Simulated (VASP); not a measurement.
# Te (Pm-3m) in VASP: notebook

Te is run at these levels: PBEsol; tasks: single point.

Everything below comes from runs of VASP 6.6.1. Logs are shortened: lines on timing, memory, paths and dates and some standing lists are left out, and cuts for length are marked.

## Step 1: The cell of the first run

Symmetry: Pm-3m, No. 221, cubic system. Conventional cell: a = 3.151 Å, b = 3.151 Å, c = 3.151 Å, α = 90.00°, β = 90.00°, γ = 90.00°. Te (site symmetry m-3m) has 6 Te at 3.15 Å within 4.1 Å.

## Step 2: Single point, PBEsol

INCAR

```
PREC     = Accurate       # precision mode
ENCUT    = 520            # plane-wave cutoff, eV
EDIFF    = 1E-6           # SCF threshold, eV
ISMEAR   = -1             # smearing method
SIGMA    = 0.1            # smearing width, eV
LREAL    = False          # projectors in reciprocal space
LASPH    = True           # aspherical terms in the spheres
NELM     = 80             # most SCF steps
ALGO     = Normal         # electronic algorithm
ISIF     = 2              # what is computed and relaxed
LWAVE    = False          # write WAVECAR
LCHARG   = True           # write CHGCAR
GGA      = PS             # functional
LELF     = True           # ELF
LVHAR    = True         
NBANDS   = 9              # bands
```

KPOINTS

```
regular mesh
0
Gamma
  10 10 10
```

POSCAR

```
Te
1.0
    3.1508842372      0.0000000000      0.0000000000
    0.0000000000      3.1508842372      0.0000000000
    0.0000000000      0.0000000000      3.1508842372
Te
1
Direct
    0.0000000000      0.0000000000      0.0000000000
```

Potentials or basis: VASP PAW PBE potentials, release 64 (Te).

Run with:

```bash
$ cat potpaw_PBE.64/Te/POTCAR > POTCAR
$ mpirun -np 1 vasp_std > vasp.out
```

OUTCAR:

```text
PREC = Accurate
   ENCUT = 520
   EDIFF = 1E-6
   ISMEAR = -1
   LREAL = False
   LASPH = True
   NELM = 80
   ISIF = 2
   GGA = PS

 ion  position               nearest neighbor table
   1  0.000  0.000  0.000-

  LATTYP: Found a simple cubic cell.
 ALAT       =     3.1508842372

  Lattice vectors:

 A1 = (   3.1508842372,   0.0000000000,   0.0000000000)
 A2 = (   0.0000000000,   3.1508842372,   0.0000000000)
 A3 = (   0.0000000000,   0.0000000000,   3.1508842372)

Analysis of symmetry for initial positions (statically):
=====================================================================
 Subroutine PRICEL returns:
 Original cell was already a primitive cell.

 Routine SETGRP: Setting up the symmetry group for a
 simple cubic supercell.

 Subroutine GETGRP returns: Found 48 space group operations
 (whereof 48 operations were pure point group operations)
 out of a pool of 48 trial point group operations.

The static configuration has the point symmetry O_h .

Analysis of symmetry for dynamics (positions and initial velocities):
=====================================================================
 Subroutine PRICEL returns:
 Original cell was already a primitive cell.

 Routine SETGRP: Setting up the symmetry group for a
 simple cubic supercell.

 Subroutine GETGRP returns: Found 48 space group operations
 (whereof 48 operations were pure point group operations)
 out of a pool of 48 trial point group operations.

The dynamic configuration has the point symmetry O_h .

 Subroutine INISYM returns: Found 48 space group operations
 (whereof 48 operations are pure point group operations),
 and found     1 'primitive' translations

----------------------------------------------------------------------------------------

                                     Primitive cell

  volume of cell :      31.2822

  direct lattice vectors                    reciprocal lattice vectors
     3.150884237  0.000000000  0.000000000     0.317371228  0.000000000  0.000000000
     0.000000000  3.150884237  0.000000000     0.000000000  0.317371228  0.000000000
     0.000000000  0.000000000  3.150884237     0.000000000  0.000000000  0.317371228

  length of vectors
     3.150884237  3.150884237  3.150884237     0.317371228  0.317371228  0.317371228

  position of ions in fractional coordinates (direct lattice)
     0.000000000  0.000000000  0.000000000

  ion indices of the primitive-cell ions
   primitive index   ion index
                 1           1

----------------------------------------------------------------------------------------

 KPOINTS: regular mesh

Automatic generation of k-mesh.
 Grid dimensions read from file:
 generate k-points for:   10   10   10

 Generating k-lattice:

  Cartesian coordinates                     Fractional coordinates (reciprocal lattice)
     0.031737123  0.000000000  0.000000000     0.100000000  0.000000000  0.000000000
     0.000000000  0.031737123  0.000000000     0.000000000  0.100000000  0.000000000
     0.000000000  0.000000000  0.031737123     0.000000000  0.000000000  0.100000000

  Length of vectors
     0.031737123  0.031737123  0.031737123

  Shift w.r.t. Gamma in fractional coordinates (k-lattice)
     0.000000000  0.000000000  0.000000000

 Subroutine IBZKPT returns following result:
 ===========================================

 Found     56 irreducible k-points:

 Following reciprocal coordinates:
            Coordinates               Weight
  0.000000  0.000000  0.000000      1.000000
  0.100000  0.000000  0.000000      6.000000
  0.200000  0.000000  0.000000      6.000000
  0.300000  0.000000  0.000000      6.000000
  0.400000  0.000000  0.000000      6.000000
  0.500000  0.000000  0.000000      3.000000
[... 16 lines left out ...]
  0.200000  0.100000  0.100000     24.000000
  0.300000  0.100000  0.100000     24.000000
 [... further k-points ...]
   k-points           NKPTS =     56   k-points in BZ     NKDIM =     56   number of bands    NBANDS=      9
   number of dos      NEDOS =    301   number of ions     NIONS =      1
   total plane-waves  NPLWV =  13824
   dimension x,y,z NGX =    24 NGY =   24 NGZ =   24
   dimension x,y,z NGXF=    48 NGYF=   48 NGZF=   48
   ions per type =               1
   NGX,Y,Z   is equivalent  to a cutoff of  12.66, 12.66, 12.66 a.u.
   NGXF,Y,Z  is equivalent  to a cutoff of  25.33, 25.33, 25.33 a.u.
 SYSTEM =  unknown system
   PREC   = accura    normal or accurate (medium, high low for compatibility)
   ISTART =      0    job   : 0-new  1-cont  2-samecut
   ICHARG =      2    charge: 1-file 2-atom 10-const
   ISPIN  =      1    spin polarized calculation?
   LNONCOLLINEAR =      F non collinear calculations
   LSORBIT =      F    spin-orbit coupling
   LASPH  =      T    aspherical Exc in radial PAW
   ENCUT  =  520.0 eV  38.22 Ry    6.18 a.u.   5.86  5.86  5.86*2*pi/ulx,y,z
   NELM   =     80;   NELMIN=  2; NELMDL= -5     # of ELM steps
   EDIFF  = 0.1E-05   stopping-criterion for ELM
   LREAL  =      F    real-space projection
   EDIFFG = 0.1E-04   stopping-criterion for IOM
   NSW    =      0    number of steps for IOM
   IBRION =     -1    ionic relax: 0-MD 1-quasi-New 2-CG
   NFREE  =      0    steps in history (QN), initial steepest desc. (CG)
   ISIF   =      2    stress and relaxation
   ISYM   =      2    0-nonsym 1-usesym 2-fastsym
   POTIM  = 0.5000    time-step for ionic-motion
   TEBEG  =    0.0;   TEEND  =   0.0 temperature during run
   PSTRESS=    0.0 pullay stress
   NELECT =       6.0000    total number of electrons
   NUPDOWN=      -1.0000    fix difference up-down
   EMIN   =  10.00;   EMAX   =-10.00  energy-range for DOS
   EFERMI =   0.00;   METHOD = LEGACY
   ISMEAR =    -1;   SIGMA  =   0.10  broadening in eV -4-tet -1-fermi 0-gaus
   EFERMI_NEDOS =   21; number of points for ismear=-14 and -15
   IALGO  =     38    algorithm
   IMIX   =      4    mixing-type and parameters
     AMIX     =   0.40;   BMIX     =  1.00
     AMIX_MAG =   1.60;   BMIX_MAG =  1.00
  volume/ion in A,a.u.               =      31.28       211.10
  Fermi-wavevector in a.u.,A,eV,Ry     =   0.944118  1.784124 12.127665  0.891358
  Thomas-Fermi vector in A             =   2.071891
   LORBIT       =      0    0 simple, 1 ext, 2 COOP (PROOUT), +10 PAW based schemes
   GGA     = PS    functional components
   LHFCALC =     F    Hartree Fock is set to
   AEXX    =    0.0000 exact exchange contribution
   IVDW    =     0    specifies the selected vdW correction
   LEPSILON=     F    determine dielectric tensor
   LRPA    =     F    only Hartree local field effects (RPA)
 non-spin polarized calculation
  energy-cutoff  :      520.00
  volume of cell :       31.28
 maximum number of plane-waves:       862
 NGX is ok and might be reduce to    24
   NGX = 11   NGY = 11   NGZ = 11

 number of electron       5.9999999 magnetization

 Free energy of the ion-electron system (eV)
  ---------------------------------------------------
  ext. energy  EPLUGINS =         0.00000000
  ---------------------------------------------------
  free energy    TOTEN  =        -3.51694416 eV

  energy without entropy =       -3.49836261  energy(sigma->0) =       -3.50765339

 E-fermi :   6.9373     XC(G=0):  -9.6197

 val. band max:        6.8980219315   @ k =   0.1000   0.1000   0.0000
 cond. band min:       6.9680021018   @ k =   0.1000   0.1000   0.0000
 fundamental gap:      0.0699801702
 Fermi energy:         6.9373467572

 k-point     1 :       0.0000    0.0000    0.0000
  band No.  band energies     occupation
      1      -7.0779      2.00000
      2       8.1258      0.00001
      3       8.1258      0.00001
      4       8.1258      0.00001
      5      12.8777      0.00000
      6      12.8777      0.00000
      7      13.3874      0.00000
      8      24.6720      0.00000
      9      24.6720      0.00000

 k-point     2 :       0.1000    0.0000    0.0000
  band No.  band energies     occupation
      1      -6.9538      2.00000
      2       6.8158      1.54245
      3       8.2387      0.00000
      4       8.2387      0.00000
      5      12.9909      0.00000
      6      13.3103      0.00000
      7      14.6316      0.00000
      8      22.8210      0.00000
      9      22.8210      0.00000

 k-point     3 :       0.2000    0.0000    0.0000
  band No.  band energies     occupation
      1      -6.5949      2.00000
      2       4.6318      2.00000
      3       8.5552      0.00000
      4       8.5552      0.00000
      5      13.3235      0.00000
      6      13.7270      0.00000
      7      17.4300      0.00000
      8      20.8295      0.00000
      9      20.8295      0.00000

 k-point     4 :       0.3000    0.0000    0.0000
  band No.  band energies     occupation
      1      -6.0564      2.00000
      2       2.6264      2.00000
      3       9.0008      0.00000
      4       9.0008      0.00000
      5      13.8437      0.00000
      6      14.3877      0.00000
      7      19.1589      0.00000
      8      19.1589      0.00000
      9      19.2224      0.00000
[... 205 lines left out ...]
 k-point    22 :       0.1000    0.1000    0.1000
  band No.  band energies     occupation
      1      -6.7052      2.00000
      2       7.0121      0.64267
      3       7.0121      0.64267
      4       7.1264      0.26248
      5      14.6796      0.00000
      6      14.6796      0.00000
      7      15.0427      0.00000
      8      21.0673      0.00000
      9      21.0673      0.00000

 k-point    23 :       0.2000    0.1000    0.1000
  band No.  band energies     occupation
      1      -6.3461      2.00000
      2       4.8693      2.00000
      3       7.3344      0.03702
      4       7.4323      0.01407
      5      14.9905      0.00000
      6      15.1660      0.00000
      7      17.3226      0.00000
      8      18.9845      0.00000
      9      19.6605      0.00000

 k-point    24 :       0.3000    0.1000    0.1000
  band No.  band energies     occupation
      1      -5.8069      2.00000
      2       2.8657      2.00000
      3       7.7949      0.00038
      4       7.9298      0.00010
      5      15.2700      0.00000
      6      15.4440      0.00000
      7      17.2661      0.00000
      8      17.5134      0.00000
      9      21.1642      0.00000

 [... further k-points ...]
[... 5 lines left out ...]
  --------------------------------------------------------------------------------------
  -------------------------------------------------------------------------------------
  Total        0.0081408      0.0081408      0.0081408     -0.0000000     -0.0000000      0.0000000
  in kB        0.4169456      0.4169456      0.4169456     -0.0000000     -0.0000000      0.0000000
  external PRESSURE =       0.4169456 kB  Pullay stress =       0.0000000 kB

 VOLUME and BASIS-vectors are now :
 -----------------------------------------------------------------------------
  energy-cutoff  :      520.00
  volume of cell :       31.28
      direct lattice vectors                 reciprocal lattice vectors
     3.150884237  0.000000000  0.000000000     0.317371228  0.000000000  0.000000000
     0.000000000  3.150884237  0.000000000     0.000000000  0.317371228  0.000000000
     0.000000000  0.000000000  3.150884237     0.000000000  0.000000000  0.317371228

 POSITION                                       TOTAL-FORCE (eV/Angst)
 -----------------------------------------------------------------------------------
      0.00000      0.00000      0.00000         0.000000      0.000000      0.000000
 -----------------------------------------------------------------------------------
    total drift:                               -0.000000      0.000000      0.000000

  FREE ENERGIE OF THE ION-ELECTRON SYSTEM (eV)
  ---------------------------------------------------
  free  energy   TOTEN  =        -3.5169441643 eV

  energy  without entropy=       -3.4983626114  energy(sigma->0) =       -3.50765339
```

Wall time 5.2 s (1 thread of Intel Xeon Platinum 8488C (Sapphire Rapids), shared host); peak memory 0.14 GiB.

Results:

```
Free energy            : -3.5169 eV
Pressure               : 0.0 GPa
Band gap on the k mesh : zero (band 3 reaches 9.61 eV, above the bottom of band 4 at 3.77 eV)
```

Caveat: the PAW data sets were made with another functional, which shifts forces and pressure a little; spin-orbit coupling is left out, which moves the levels of the heavy elements.

(Continued in part 2 of 3.)
